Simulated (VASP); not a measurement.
# WC (rocksalt type) (Fm-3m) in VASP: notebook, part 2 of 2

VASP 6.6.1.

**3. Relaxation of cell and atoms, PBE, target pressure 480 GPa, at which the enthalpy is minimised**

The input, INCAR:

```
SYSTEM = WC
PREC = Accurate
ENCUT = 600
EDIFF = 1E-6
ISMEAR = -1
SIGMA = 0.1
LREAL = .False.
LASPH = .True.
NELM = 100
ALGO = Normal
ISIF = 3
LWAVE = .False.
LCHARG = .False.
GGA = PE
IBRION = 2
NSW = 60
EDIFFG = -0.005
PSTRESS = 4800.0
```

The input, KPOINTS:

```
Automatic mesh
0
Gamma
  18 18 18
  0 0 0
```

The input, POSCAR:

```
WC
1.0
    0.0000000000      1.8676687044      1.8676687044
    1.8676687044      0.0000000000      1.8676687044
    1.8676687044      1.8676687044      0.0000000000
W C
1 1
Direct
    0.0000000000      0.0000000000      0.0000000000
    0.5000000000      0.5000000000      0.5000000000
```

Potentials or basis: VASP PAW PBE potentials, release 64 (W_sv, C).

Started as:

```console
$ cat potpaw_PBE.64/W_sv/POTCAR potpaw_PBE.64/C/POTCAR > POTCAR
$ mpirun -np 1 vasp_std > vasp.out
```

OUTCAR:

```text
SYSTEM = WC
   PREC = Accurate
   ENCUT = 600
   EDIFF = 1E-6
   ISMEAR = -1
   LREAL = .False.
   LASPH = .True.
   NELM = 100
   ISIF = 3
   GGA = PE
   IBRION = 2
   NSW = 60
   EDIFFG = -0.005
   PSTRESS = 4800.0

 ion  position               nearest neighbor table
   1  0.000  0.000  0.000-   2 1.87   2 1.87   2 1.87   2 1.87   2 1.87   2 1.87
   2  0.500  0.500  0.500-   1 1.87   1 1.87   1 1.87   1 1.87   1 1.87   1 1.87

  LATTYP: Found a face centered cubic cell.
 ALAT       =     3.7353374088

  Lattice vectors:

 A1 = (   0.0000000000,   1.8676687044,   1.8676687044)
 A2 = (   1.8676687044,   0.0000000000,   1.8676687044)
 A3 = (   1.8676687044,   1.8676687044,   0.0000000000)

Analysis of symmetry for initial positions (statically):
=====================================================================
 Subroutine PRICEL returns:
 Original cell was already a primitive cell.

 Routine SETGRP: Setting up the symmetry group for a
 face centered cubic supercell.

 Subroutine GETGRP returns: Found 48 space group operations
 (whereof 48 operations were pure point group operations)
 out of a pool of 48 trial point group operations.

The static configuration has the point symmetry O_h .

Analysis of symmetry for dynamics (positions and initial velocities):
=====================================================================
 Subroutine PRICEL returns:
[... 167 lines left out ...]
  in kB     4842.8307145   4842.8307145   4842.8307145      0.0000000      0.0000000      0.0000000
  external PRESSURE =      42.8307145 kB  Pullay stress =    4800.0000000 kB
[... 63 lines left out ...]
--------------------------------------- Ionic step        3  -------------------------------------------

 number of electron      18.0000001 magnetization

 Free energy of the ion-electron system (eV)
  ---------------------------------------------------
  ext. energy  EPLUGINS =         0.00000000
  ---------------------------------------------------
  free energy    TOTEN  =       -13.64080619 eV

  energy without entropy =      -13.62530617  energy(sigma->0) =      -13.63305618

 E-fermi :  20.9661     XC(G=0): -16.5875

 val. band max:       20.9405216874   @ k =   0.3333   0.1111   0.0556
 cond. band min:      20.9869380390   @ k =   0.2222   0.1111   0.0556
 fundamental gap:      0.0464163516
 Fermi energy:        20.9660891406

 k-point     1 :       0.0000    0.0000    0.0000
  band No.  band energies     occupation
      1     -54.4572      2.00000
      2     -18.0137      2.00000
      3     -18.0137      2.00000
      4     -18.0137      2.00000
      5       1.2074      2.00000
      6      15.9098      2.00000
      7      15.9098      2.00000
      8      15.9098      2.00000
      9      18.8685      2.00000
     10      18.8685      2.00000
     11      18.8685      2.00000
     12      19.5515      2.00000
     13      19.5515      2.00000
[... 354 lines left out ...]
  band No.  band energies     occupation
      1     -54.2888      2.00000
      2     -19.5927      2.00000
      3     -18.2713      2.00000
      4     -18.1015      2.00000
      5       4.0626      2.00000
      6      11.9077      2.00000
      7      12.2876      2.00000
      8      12.9140      2.00000
      9      18.2347      2.00000
     10      19.6074      2.00000
     11      21.1272      0.33275
     12      27.2126      0.00000
     13      29.6467      0.00000

 [... further k-points ...]
[... 5 lines left out ...]
  --------------------------------------------------------------------------------------
  -------------------------------------------------------------------------------------
  Total       39.1262011     39.1262011     39.1262011      0.0000000     -0.0000000      0.0000000
  in kB     4800.6450785   4800.6450785   4800.6450785      0.0000000     -0.0000000      0.0000000
  external PRESSURE =       0.6450785 kB  Pullay stress =    4800.0000000 kB
[... 21 lines left out ...]
  energy  without entropy=      -13.6253061712  energy(sigma->0) =      -13.63305618

  enthalpy is  TOTEN    =        25.4801373906 eV   P V=       39.1209435839

 reached required accuracy - stopping structural energy minimisation
```

OSZICAR:

```text
N       E                     dE             d eps       ncg     rms          rms(c)
DAV:   1     0.126442412902E+03    0.12644E+03   -0.10818E+04  5086   0.183E+03
[... 21 lines left out ...]
DAV:   1    -0.137006890725E+02    0.80465E+00   -0.15349E+00  5590   0.217E+01    0.661E+00
DAV:   2    -0.136511259105E+02    0.49563E-01   -0.96726E-02  5715   0.474E+00    0.176E+00
DAV:   3    -0.136416538211E+02    0.94721E-02   -0.13847E-02  5880   0.170E+00    0.245E-01
DAV:   4    -0.136408042826E+02    0.84954E-03   -0.19691E-03  6015   0.523E-01    0.324E-01
DAV:   5    -0.136408095899E+02   -0.53073E-05   -0.23607E-04  5870   0.195E-01    0.105E-02
DAV:   6    -0.136408068680E+02    0.27219E-05   -0.11353E-05  5445   0.332E-02    0.310E-03
DAV:   7    -0.136408061934E+02    0.67459E-06   -0.30844E-07  2920   0.800E-03
   3 F= 0.25480137E+02 E0= 0.25487887E+02  d E =-.394472E-03
```

CONTCAR:

```text
WC
   1.00000000000000
     0.0000000000000000    1.8690297899976942    1.8690297899976942
     1.8690297899976942    0.0000000000000000    1.8690297899976942
     1.8690297899976942    1.8690297899976942    0.0000000000000000
  W               C
     1     1
Direct
     0.0000000000000000    0.0000000000000000    0.0000000000000000
     0.5000000000000000    0.5000000000000000    0.5000000000000000

  0.00000000E+00  0.00000000E+00  0.00000000E+00
  0.00000000E+00  0.00000000E+00  0.00000000E+00
```

Wall time 31 s (1 thread of Intel Xeon 6975P-C (Granite Rapids), shared host); peak memory 0.18 GiB.

Results:

```
Free energy                                                : -13.6408 eV
Relaxed volume                                             : 6.53 Å³/atom
Relaxed cell                                               : a = 2.643 Å, b = 2.643 Å, c = 2.643 Å, α = 60.00°, β = 60.00°, γ = 60.00°
Space group after relaxing (to 0.1 Å)                      : Fm-3m (No. 225)
Energy change on relaxing (the run minimises the enthalpy) : -42.9 meV/atom
Ionic steps                                                : 3
Pressure after relaxing                                    : 480.1 GPa
```

The path:
| step | energy change (eV) | largest force (eV/Å) | pressure (GPa) | volume (Å³) |
| --- | --- | --- | --- | --- |
| 1 | 0.0000 | 0.0000 | 484.28 | 13.03 |
| 2 | -0.9503 | 0.0000 | 435.96 | 13.36 |
| 3 | -0.0858 | 0.0000 | 480.06 | 13.06 |

Final structure:
```cif
data_structure
_symmetry_space_group_name_H-M 'P 1'
_symmetry_Int_Tables_number 1
_cell_length_a 2.6432
_cell_length_b 2.6432
_cell_length_c 2.6432
_cell_angle_alpha 60.000
_cell_angle_beta 60.000
_cell_angle_gamma 60.000
_cell_volume 13.06
loop_
_atom_site_label
_atom_site_type_symbol
_atom_site_fract_x
_atom_site_fract_y
_atom_site_fract_z
_atom_site_occupancy
W1 W 0.00000 0.00000 0.00000 1
C1 C 0.50000 0.50000 0.50000 1
```

Caveat: the cell is relaxed towards a set pressure, so the run minimises the enthalpy, not the energy; the highest band is partly filled, so the run has too few bands; spin-orbit coupling is left out, which moves the levels of the heavy elements.
